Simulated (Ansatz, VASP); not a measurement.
## Two plane-wave programs on Sr3Bi

```
Sr Bi
1.0
     7.50483    0.00000    0.00000
    -3.75242    6.49938    0.00000
     0.00000    0.00000    4.56624
Sr Bi
3 1
Direct
  0.67164 0.00000 0.50000
  0.00000 0.67164 0.50000
  0.32836 0.32836 0.50000
  0.00000 0.00000 0.00000
```

Alike in both runs: functional PBE; k mesh 6 × 6 × 10; occupations gaussian, width 0.1 eV; no spin polarisation.

Ansatz relaxed the structure, and its values are those at the end. VASP's run is a single point on that final structure, the one shown.

```csv
,VASP,Ansatz
version,VASP 6.6.1,Ansatz 0.2.0
potentials or method,"VASP PAW PBE potentials, release 64 (Sr_sv, Bi_d), cutoff 520 eV","scalar-relativistic, plane waves, PAW"
valence electrons in the cell,45,45
```

|  | VASP | Ansatz | Ansatz less VASP |
| --- | --- | --- | --- |
| gap on the k mesh at the Fermi level (eV) | none | none | - |
| pressure (GPa) | 0.0 | 0.0 | -0.01 |
| rms of the force components (eV/Å) | 0.000 | 0.004 | +0.0036 |

A gap of «none» marks a metal or a gap that the smearing closes.

Neither program's run includes spin-orbit coupling.
